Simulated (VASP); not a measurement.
# GaB (P4/mmm) in VASP: notebook, part 2 of 2

VASP 6.6.1.

### 5 Single point, PBE

This run uses another cell than the first one, of 12.43 Å³/atom.

The input, INCAR:

```
  PREC = Accurate
  ENCUT = 520
  EDIFF = 1E-6
  ISMEAR = -1
  SIGMA = 0.05
  LREAL = False
  LASPH = True
  NELM = 100
  ALGO = Normal
  ISIF = 2
  LWAVE = False
  LCHARG = False
  GGA = PE
  NBANDS = 15
```

The input, KPOINTS:

```
Automatic mesh
0
Gamma
  8 8 7
```

The input, POSCAR:

```
GaB
1.0
    2.7182400000      0.0000000000      0.0000000000
    0.0000000000      2.7182400000      0.0000000000
    0.0000000000      0.0000000000      3.3656584000
Ga B
1 1
Direct
    0.5000000000      0.5000000000      0.5000000000
    0.0000000000      0.0000000000      0.0000000000
```

Potentials or basis: VASP PAW PBE potentials, release 64 (Ga_d, B).

Command:

```sh
$ cat potpaw_PBE.64/Ga_d/POTCAR potpaw_PBE.64/B/POTCAR > POTCAR
$ mpirun -np 1 vasp_std > vasp.out
```

OUTCAR:

```text
PREC = Accurate
   ENCUT = 520
   EDIFF = 1E-6
   ISMEAR = -1
   LREAL = False
   LASPH = True
   NELM = 100
   ISIF = 2
   GGA = PE

 ion  position               nearest neighbor table
   1  0.500  0.500  0.500-
   2  0.000  0.000  0.000-

  LATTYP: Found a simple tetragonal cell.
 ALAT       =     2.7182400000
 C/A-ratio  =     1.2381755842

  Lattice vectors:

 A1 = (   2.7182400000,   0.0000000000,   0.0000000000)
 A2 = (   0.0000000000,   2.7182400000,   0.0000000000)
 A3 = (   0.0000000000,   0.0000000000,   3.3656584000)

Analysis of symmetry for initial positions (statically):
=====================================================================
 Subroutine PRICEL returns:
 Original cell was already a primitive cell.

 Routine SETGRP: Setting up the symmetry group for a
 simple tetragonal supercell.

 Subroutine GETGRP returns: Found 16 space group operations
 (whereof 16 operations were pure point group operations)
 out of a pool of 16 trial point group operations.

The static configuration has the point symmetry D_4h.

Analysis of symmetry for dynamics (positions and initial velocities):
[... 163 lines left out ...]
 Fermi energy:         6.4902293393

 k-point     1 :       0.0000    0.0000    0.0000
  band No.  band energies     occupation
      1      -8.7784      2.00000
      2      -8.6072      2.00000
      3      -8.3143      2.00000
      4      -8.3143      2.00000
      5      -8.2667      2.00000
      6      -6.4977      2.00000
      7       4.4008      2.00000
      8       7.4214      0.00000
      9       9.4852      0.00000
     10       9.4852      0.00000
     11      15.9703      0.00000
     12      16.3280      0.00000
     13      19.1548      0.00000
     14      20.3948      0.00000
[... 401 lines left out ...]
      2      -8.5529      2.00000
      3      -8.4687      2.00000
      4      -8.3333      2.00000
      5      -8.3100      2.00000
      6      -1.2287      2.00000
      7      -0.8727      2.00000
      8       6.7007      0.02927
      9       8.3308      0.00000
     10      10.4261      0.00000
     11      12.9018      0.00000
     12      13.8092      0.00000
     13      16.2330      0.00000
     14      20.7016      0.00000
     15      23.4113      0.00000

 [... further k-points ...]
[... 5 lines left out ...]
  --------------------------------------------------------------------------------------
  -------------------------------------------------------------------------------------
  Total       -0.3779129     -0.3779129     -0.8357256      0.0000000      0.0000000      0.0000000
  in kB      -24.3476279    -24.3476279    -53.8429268      0.0000000      0.0000000      0.0000000
  external PRESSURE =     -34.1793942 kB  Pullay stress =       0.0000000 kB

 VOLUME and BASIS-vectors are now :
 -----------------------------------------------------------------------------
  energy-cutoff  :      520.00
  volume of cell :       24.87
      direct lattice vectors                 reciprocal lattice vectors
     2.718240000  0.000000000  0.000000000     0.367885102  0.000000000  0.000000000
     0.000000000  2.718240000  0.000000000     0.000000000  0.367885102  0.000000000
     0.000000000  0.000000000  3.365658400     0.000000000  0.000000000  0.297118686

 POSITION                                       TOTAL-FORCE (eV/Angst)
 -----------------------------------------------------------------------------------
      1.35912      1.35912      1.68283         0.000000      0.000000      0.000000
      0.00000      0.00000      0.00000         0.000000      0.000000      0.000000
 -----------------------------------------------------------------------------------
    total drift:                               -0.000000      0.000000      0.000000

  FREE ENERGIE OF THE ION-ELECTRON SYSTEM (eV)
  ---------------------------------------------------
  free  energy   TOTEN  =        -7.1467946612 eV

  energy  without entropy=       -7.1389634394  energy(sigma->0) =       -7.14287905
```

OSZICAR:

```text
N       E                     dE             d eps       ncg     rms          rms(c)
DAV:   1     0.641635670274E+02    0.64164E+02   -0.77519E+03  1846   0.187E+03
DAV:   2    -0.328978321000E+01   -0.67453E+02   -0.63304E+02  2045   0.309E+02
DAV:   3    -0.730693904341E+01   -0.40172E+01   -0.39880E+01  2073   0.554E+01
DAV:   4    -0.734264072543E+01   -0.35702E-01   -0.35691E-01  2094   0.563E+00
DAV:   5    -0.734301641673E+01   -0.37569E-03   -0.37568E-03  2215   0.562E-01    0.197E+00
DAV:   6    -0.716111084630E+01    0.18191E+00   -0.19671E-01  2552   0.989E+00    0.826E-01
DAV:   7    -0.715039341128E+01    0.10717E-01   -0.18545E-02  2040   0.101E+00    0.427E-01
DAV:   8    -0.714685255146E+01    0.35409E-02   -0.33158E-03  2402   0.674E-01    0.522E-02
DAV:   9    -0.714679496691E+01    0.57585E-04   -0.25839E-04  2205   0.297E-01    0.132E-02
DAV:  10    -0.714679466118E+01    0.30574E-06   -0.85269E-06  2161   0.400E-02
   1 F= -.71467947E+01 E0= -.71428791E+01  d E =-.783122E-02
```

Run time: 25 s. Hardware: 1 thread of Intel Xeon 8259CL, shared host; peak memory 0.15 GiB.

What came out:

```yaml
Free_energy: -7.1468 eV
Pressure: -3.4 GPa
Band_gap_on_the_k_mesh: zero (bands 8 and 9 overlap by 7.92 eV)
```

Stress tensor (GPa, compression positive):
```
-2.43  0.00  0.00
 0.00 -2.43  0.00
 0.00  0.00 -5.38
```

Caveat: the cell stands under tension.

### 6 Summary

| cell | gap on the mesh (eV) | pressure (GPa) |
| --- | --- | --- |
| a = 2.718, b = 2.718, c = 3.236 Å, 2 atoms | none | 0.6 |
| a = 2.718, b = 2.718, c = 3.269 Å, 2 atoms | none | -0.6 |
| a = 2.718, b = 2.718, c = 3.301 Å, 2 atoms | none | -1.8 |
| a = 2.718, b = 2.718, c = 3.366 Å, 2 atoms | none | -3.4 |

Alike in all rows: task single point; level PBE; potentials or basis VASP PAW PBE potentials, release 64 (Ga_d, B); no spin polarisation; k mesh 8 × 8 × 7; cutoff (eV) 520; smearing fermi-dirac 0.05 eV.

Caveats: the cell stands under tension (at least some runs).

Absolute energies hang on the potentials; compare differences alone.
